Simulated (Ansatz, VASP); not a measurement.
One calculation of Na, two programs

```
Na
1.0
    -2.05397    2.05397    2.11750
     2.05397   -2.05397    2.11750
     2.05397    2.05397   -2.11750
Na
1
Direct
  0.00000 0.00000 0.00000
```

Change from the starting cell: strain -0.0300 x Voigt [1, 1, 0, 0, 0, 0], atoms carried along.

Alike in both runs: task single point; functional PBEsol; k mesh 16 × 16 × 16; occupations gaussian, width 0.15 eV; no spin polarisation.

```csv
,VASP,Ansatz
version,VASP 6.6.1,Ansatz 0.2.0
potentials or method,"VASP PAW PBE potentials, release 64 (Na_pv), cutoff 520 eV","scalar-relativistic, plane waves, PAW"
valence electrons in the cell,7,9
```

```csv
,VASP,Ansatz,Ansatz less VASP
gap on the k mesh at the Fermi level (eV),none,none,-
pressure (GPa),0.1,0.1,+0.02
```

VASP's potentials were made for PBE, not for PBEsol. A gap of «none» marks a metal or a gap that the smearing closes. VASP's potentials hold 7 valence electrons a cell and Ansatz's 9, so a difference there can come from the potentials and not from the codes.
